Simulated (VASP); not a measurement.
A run of VASP 6.6.1 is set up as follows.

File INCAR:

```
SYSTEM = GaN
PREC     = Accurate       ! precision mode
ENCUT    = 520            ! plane-wave cutoff, eV
EDIFF    = 1E-6           ! SCF threshold, eV
ISMEAR   = 0              ! smearing method
SIGMA    = 0.05           ! smearing width, eV
LREAL    = .FALSE.        ! projectors in reciprocal space
LASPH    = .TRUE.         ! aspherical terms in the spheres
NELM     = 100            ! most SCF steps
ALGO     = Normal         ! electronic algorithm
ISIF     = 2              ! what is computed and relaxed
LWAVE    = .FALSE.        ! write WAVECAR
LCHARG   = .FALSE.        ! write CHGCAR
GGA      = PS             ! functional
NBANDS   = 26             ! bands
```

KPOINTS

```
regular mesh
0
G
  12 12 6
  0 0 0
```

POSCAR

```
GaN
1.0
    3.2303171645      0.0000000000      0.0000000000
   -1.6151585822      2.7975367267      0.0000000000
    0.0000000000      0.0000000000      5.2632074707
Ga N
2 2
Direct
    0.3333333333      0.6666666667      0.9991941071
    0.6666666667      0.3333333333      0.4991941071
    0.3333333333      0.6666666667      0.3758058929
    0.6666666667      0.3333333333      0.8758058929
```

Potentials or basis: VASP PAW PBE potentials, release 64 (Ga_d, N).

Launch:

```bash
$ cat potpaw_PBE.64/Ga_d/POTCAR potpaw_PBE.64/N/POTCAR > POTCAR
$ mpirun -np 1 vasp_std > vasp.out
```

Problem. What does it give for the largest force?

Solution. 0.008 eV/Å.

Problem. Estimate the band gap on the k mesh.

Solution. 1.60 eV, direct.

Problem. Estimate the pressure.

Solution. -7.8 GPa.

Forces on the atoms (eV/Å):
```
Ga   0.000  0.000 -0.008
Ga   0.000  0.000 -0.008
N    0.000  0.000  0.008
N    0.000  0.000  0.008
```

Caveat: the cell differs from its parent crystal (strain +0.015 along x and y, +0.015 along z); the PAW data sets were made with another functional, which shifts forces and pressure a little.
